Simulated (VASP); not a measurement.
# In15GaP16 (a cell with a defect) in VASP: single point with PBE

Aim: the single point of In15GaP16 (a cell with a defect) with PBE.

All numbers are computed with VASP 6.6.1; they aren't measurements. Logs are shortened: lines on timing, memory, paths and dates and some standing lists are left out, and cuts for length are marked.

### 1 The cell of the first run

The cell holds a defect, 32 atoms: a = 10.323 Å, b = 10.323 Å, c = 10.323 Å, α = 109.47°, β = 109.47°, γ = 109.47°.

### 2 Single point, PBE

Input file INCAR:

```
ALGO = Normal
EDIFF = 1E-6
ENCUT = 520
GGA = PE
ISIF = 2
ISMEAR = 0
LASPH = True
LCHARG = True
LELF = True
LREAL = Auto
LVHAR = True
LWAVE = False
NBANDS = 166
NELM = 80
PREC = Accurate
SIGMA = 0.02
```

Input file KPOINTS:

```
k-points
0
Gamma
  1 1 1
```

Input file POSCAR:

```
In15GaP16
1.0
   -5.9597880294     -5.9597880294      5.9597880294
    5.9597880294     -5.9597880294     -5.9597880294
    5.9597880294      5.9597880294      5.9597880294
Ga In P
1 15 16
Direct
    0.2500000000      0.5000000000      0.2500000000
    0.0012690884      0.5000000000      0.4964939111
    0.4964939111      0.2512690884      0.2500000000
    0.2500000000      0.2512690884      0.4964939111
    0.0035060889      0.2535060889      0.7547751773
    0.7500000000      0.5000000000      0.7500000000
    0.4964939111      0.5000000000      0.0012690884
    1.0012690884      0.7464939111      0.2500000000
    0.7500000000      0.0000000000      0.2500000000
    0.4987309116     -0.0047751773      0.4987309116
    0.2500000000      0.0000000000      0.7500000000
    0.0035060889      0.0047751773      0.0035060889
    0.7547751773      0.2535060889      0.0035060889
    0.7452248227      0.7487309116      0.4987309116
    0.4987309116      0.7487309116      0.7452248227
    0.2500000000      0.7464939111      0.0012690884
    0.2500000000      0.7358167610      0.2500000000
   -0.0024232693      0.7498200395      0.4998200395
    0.4858167610      0.5000000000      0.2500000000
    0.2500000000      0.5000000000      0.4858167610
    0.0001799605      0.5000000000      0.7477566912
    0.7522433088      0.7524232693      0.7522433088
    0.4998200395      0.7498200395     -0.0024232693
    0.0001799605     -0.0022433088      0.2500000000
    0.7477566912      0.2501799605      0.2500000000
    0.4998200395      0.2475767307      0.4998200395
    0.2500000000      0.2501799605      0.7477566912
    0.0141832390      0.2641832390      0.0141832390
    0.7477566912      0.5000000000      0.0001799605
    0.7522433088      0.0022433088      0.5024232693
    0.5024232693      0.0022433088      0.7522433088
    0.2500000000     -0.0022433088      0.0001799605
```

Potentials or basis: VASP PAW PBE potentials, release 64 (Ga_d, In_d, P).

Command:

```console
$ cat potpaw_PBE.64/Ga_d/POTCAR potpaw_PBE.64/In_d/POTCAR potpaw_PBE.64/P/POTCAR > POTCAR
$ mpirun -np 1 vasp_gam > vasp.out
```

OUTCAR:

```text
EDIFF = 1E-6
   ENCUT = 520
   GGA = PE
   ISIF = 2
   ISMEAR = 0
   LASPH = True
   LREAL = Auto
   NELM = 80
   PREC = Accurate

 ion  position               nearest neighbor table
   1  0.250  0.500  0.250-  17 2.43  19 2.43  20 2.43  28 2.43
   2  0.001  0.500  0.496-  25 2.58  18 2.58  21 2.60  20 2.61
   3  0.496  0.251  0.250-  32 2.58  26 2.58  25 2.60  19 2.61
   4  0.250  0.251  0.496-  24 2.58  26 2.58  27 2.60  20 2.61
   5  0.004  0.254  0.755-  21 2.58  27 2.58  30 2.60  28 2.61
   6  0.750  0.500  0.750-  21 2.59  29 2.59  26 2.59  22 2.59
[... 24 lines left out ...]
  31  0.502  0.002  0.752-  10 2.58  15 2.58  11 2.59  13 2.60
  32  0.250  0.998  0.000-   3 2.58  12 2.58  11 2.59  16 2.60

  LATTYP: Found a body centered cubic cell.
 ALAT       =    11.9195760588

  Lattice vectors:

 A1 = (  -5.9597880294,  -5.9597880294,   5.9597880294)
 A2 = (   5.9597880294,  -5.9597880294,  -5.9597880294)
 A3 = (   5.9597880294,   5.9597880294,   5.9597880294)

Analysis of symmetry for initial positions (statically):
=====================================================================
 Subroutine PRICEL returns:
 Original cell was already a primitive cell.

 Routine SETGRP: Setting up the symmetry group for a
 body centered cubic supercell.

 Subroutine GETGRP returns: Found 24 space group operations
 (whereof  2 operations were pure point group operations)
 out of a pool of 48 trial point group operations.

The static configuration has the point symmetry C_1h.
 The point group associated with its full space group is T_d .

Analysis of symmetry for dynamics (positions and initial velocities):
=====================================================================
 Subroutine PRICEL returns:
 Original cell was already a primitive cell.

 Routine SETGRP: Setting up the symmetry group for a
 body centered cubic supercell.

 Subroutine GETGRP returns: Found 24 space group operations
 (whereof  2 operations were pure point group operations)
 out of a pool of 48 trial point group operations.

The dynamic configuration has the point symmetry C_1h.
 The point group associated with its full space group is T_d .

 Subroutine INISYM returns: Found 24 space group operations
 (whereof  2 operations are pure point group operations),
 and found     1 'primitive' translations

----------------------------------------------------------------------------------------
[... 134 lines left out ...]
   NFREE  =      0    steps in history (QN), initial steepest desc. (CG)
   ISIF   =      2    stress and relaxation
   ISYM   =      2    0-nonsym 1-usesym 2-fastsym
   POTIM  = 0.5000    time-step for ionic-motion
   TEBEG  =    0.0;   TEEND  =   0.0 temperature during run
   PSTRESS=    0.0 pullay stress
   NELECT =     288.0000    total number of electrons
   NUPDOWN=      -1.0000    fix difference up-down
   EMIN   =  10.00;   EMAX   =-10.00  energy-range for DOS
   EFERMI =   0.00;   METHOD = LEGACY
   ISMEAR =     0;   SIGMA  =   0.02  broadening in eV -4-tet -1-fermi 0-gaus
   EFERMI_NEDOS =   21; number of points for ismear=-14 and -15
   IALGO  =     38    algorithm
   IMIX   =      4    mixing-type and parameters
     AMIX     =   0.40;   BMIX     =  1.00
     AMIX_MAG =   1.60;   BMIX_MAG =  1.00
  volume/ion in A,a.u.               =      26.46       178.57
  Fermi-wavevector in a.u.,A,eV,Ry     =   1.142760  2.159502 17.767839  1.305899
  Thomas-Fermi vector in A             =   2.279457
   LORBIT       =      0    0 simple, 1 ext, 2 COOP (PROOUT), +10 PAW based schemes
   GGA     = PE    functional components
   LHFCALC =     F    Hartree Fock is set to
   AEXX    =    0.0000 exact exchange contribution
   IVDW    =     0    specifies the selected vdW correction
   LEPSILON=     F    determine dielectric tensor
   LRPA    =     F    only Hartree local field effects (RPA)
 non-spin polarized calculation
 Gauss-broadening in eV      SIGMA  =   0.02
  energy-cutoff  :      520.00
  volume of cell :      846.74
 maximum number of plane-waves:     11416
 NGX is ok and might be reduce to    80
   NGX = 39   NGY = 39   NGZ = 39

 number of electron     287.9999997 magnetization

 Free energy of the ion-electron system (eV)
  ---------------------------------------------------
  ext. energy  EPLUGINS =         0.00000000
  ---------------------------------------------------
  free energy    TOTEN  =      -132.10657612 eV

  energy without entropy =     -132.10657612  energy(sigma->0) =     -132.10657612

 E-fermi :   4.6985     XC(G=0):  -9.0131

 val. band max:        4.5720714678   @ k =   0.0000   0.0000   0.0000
 cond. band min:       4.9465307355   @ k =   0.0000   0.0000   0.0000
 fundamental gap:      0.3744592677
 Fermi energy:         4.6985285089

 k-point     1 :       0.0000    0.0000    0.0000
  band No.  band energies     occupation
      1      -9.9762      2.00000
      2      -9.9762      2.00000
      3      -9.9762      2.00000
      4      -9.9010      2.00000
      5      -9.9010      2.00000
      6      -9.7308      2.00000
[... 148 lines left out ...]
    155       7.3078      0.00000
    156       7.3792      0.00000
 [bands above 156 left out]

------------------------ aborting loop because EDIFF is reached ----------------------------------------

  FORCE on cell =-STRESS in cart. coord.  units (eV):
  Direction    XX          YY          ZZ          XY          YZ          ZX
  --------------------------------------------------------------------------------------
  -------------------------------------------------------------------------------------
  Total       -4.3961804     -4.3961804     -4.3961804      0.0000000     -0.0000000      0.0000000
  in kB       -8.3182822     -8.3182822     -8.3182822      0.0000000     -0.0000000      0.0000000
  external PRESSURE =      -8.3182822 kB  Pullay stress =       0.0000000 kB

 VOLUME and BASIS-vectors are now :
 -----------------------------------------------------------------------------
  energy-cutoff  :      520.00
  volume of cell :      846.74
      direct lattice vectors                 reciprocal lattice vectors
    -5.959788029 -5.959788029  5.959788029     0.000000000 -0.083895601  0.083895601
     5.959788029 -5.959788029 -5.959788029     0.083895601 -0.083895601  0.000000000
     5.959788029  5.959788029  5.959788029     0.083895601  0.000000000  0.083895601

 POSITION                                       TOTAL-FORCE (eV/Angst)
 -----------------------------------------------------------------------------------
      2.97989     -2.97989      0.00000         0.000000      0.000000     -0.000000
      5.93133     -0.02846     -0.01333         0.000464      0.000464      0.008329
      0.02846     -2.96656      2.95143        -0.000464     -0.008329      0.000464
      2.96656     -0.02846      2.95143         0.008329      0.000464      0.000464
      5.98825      2.96656      3.00835        -0.000464      0.008329     -0.000464
      2.97989     -2.97989      5.95979         0.000000      0.000000     -0.000000
[... 24 lines left out ...]
      1.50224      1.47550      7.46418         0.003847      0.000430     -0.000430
      4.45754     -7.43529     -4.45540        -0.003847     -0.000430     -0.000430
 -----------------------------------------------------------------------------------
    total drift:                               -0.000042      0.000053     -0.000042

  FREE ENERGIE OF THE ION-ELECTRON SYSTEM (eV)
  ---------------------------------------------------
  free  energy   TOTEN  =      -132.1065761240 eV

  energy  without entropy=     -132.1065761240  energy(sigma->0) =     -132.10657612
```

OSZICAR:

```text
N       E                     dE             d eps       ncg     rms          rms(c)
DAV:   1     0.447469512436E+04    0.44747E+04   -0.13058E+05   348   0.232E+03
DAV:   2     0.933808826249E+03   -0.35409E+04   -0.34690E+04   332   0.691E+02
DAV:   3    -0.679519721260E+01   -0.94060E+03   -0.88660E+03   364   0.286E+02
DAV:   4    -0.132295415661E+03   -0.12550E+03   -0.12200E+03   424   0.101E+02
DAV:   5    -0.138854157689E+03   -0.65587E+01   -0.64622E+01   448   0.219E+01    0.248E+01
DAV:   6    -0.132441311666E+03    0.64128E+01   -0.15887E+01   440   0.188E+01    0.118E+01
DAV:   7    -0.132097552286E+03    0.34376E+00   -0.73318E+00   504   0.599E+00    0.475E+00
DAV:   8    -0.132142048722E+03   -0.44496E-01   -0.14671E+00   440   0.560E+00    0.217E+00
DAV:   9    -0.132101723588E+03    0.40325E-01   -0.13770E-01   424   0.215E+00    0.138E+00
DAV:  10    -0.132105346463E+03   -0.36229E-02   -0.42672E-02   432   0.651E-01    0.309E-01
DAV:  11    -0.132106370921E+03   -0.10245E-02   -0.46897E-03   528   0.279E-01    0.313E-01
DAV:  12    -0.132106525894E+03   -0.15497E-03   -0.42159E-04   432   0.650E-02    0.127E-01
DAV:  13    -0.132106565589E+03   -0.39695E-04   -0.88230E-05   432   0.261E-02    0.273E-02
DAV:  14    -0.132106574147E+03   -0.85582E-05   -0.18752E-05   336   0.101E-02    0.705E-03
DAV:  15    -0.132106576312E+03   -0.21646E-05   -0.19486E-06   224   0.591E-03    0.424E-03
DAV:  16    -0.132106576124E+03    0.18797E-06   -0.10972E-06   224   0.477E-03
   1 F= -.13210658E+03 E0= -.13210658E+03  d E =-.146940E-18
```

stdout:

```text
POSCAR found type information on POSCAR GaInP
 POSCAR found :  3 types and      32 ions
 scaLAPACK will be used
 LDA part: xc-table for (Slater+PW92), standard interpolation
 POSCAR, INCAR and KPOINTS ok, starting setup
 FFT: planning ... GRIDC
 FFT: planning ... GRID_SOFT
 FFT: planning ... GRID
 WAVECAR not read
 entering main loop
```

It took 2.6 min on 1 thread of Intel Xeon 6975P-C (Granite Rapids), shared host; peak memory 0.94 GiB.

What came out:

- Free energy: -132.1066 eV
- Pressure: -0.8 GPa
- Largest force: 0.009 eV/Å
- Band gap on the k mesh: 0.37 eV

Forces in eV/Å, atoms in the order of the input:
```
Ga   0.000  0.000  0.000
In   0.000  0.000  0.008
In   0.000 -0.008  0.000
In   0.008  0.000  0.000
In   0.000  0.008  0.000
In   0.000  0.000  0.000
In   0.000  0.000  0.008
In   0.000 -0.008  0.000
In   0.000  0.000  0.000
In   0.000  0.000 -0.008
In   0.000  0.000  0.000
In   0.000  0.000 -0.008
In  -0.008  0.000  0.000
In  -0.008  0.000  0.000
In   0.000  0.008  0.000
In   0.008  0.000  0.000
P    0.005 -0.005 -0.005
P    0.004  0.000  0.000
P   -0.005 -0.005  0.005
P    0.005  0.005  0.005
P    0.000  0.000 -0.004
P    0.000  0.000  0.004
P    0.000 -0.004  0.000
P    0.000  0.004  0.000
P    0.000  0.004  0.000
P    0.000  0.000  0.004
P   -0.004  0.000  0.000
P   -0.005  0.005 -0.005
P    0.000  0.000 -0.004
P    0.000 -0.004  0.000
P    0.004  0.000  0.000
P   -0.004  0.000  0.000
```

Levels at points of the mesh, in eV from the valence-band top:
| k point | band 141 | band 142 | band 143 | band 144 | band 145 | band 146 | band 147 | band 148 |
| --- | --- | --- | --- | --- | --- | --- | --- | --- |
| (0.00, 0.00, 0.00) | -0.87 | 0.00 | 0.00 | 0.00 | 0.37 | 1.81 | 1.81 | 1.81 |

Caveat: the k points lie up to 0.75 Å⁻¹ apart; spin-orbit coupling is left out, which moves the levels of the heavy elements.
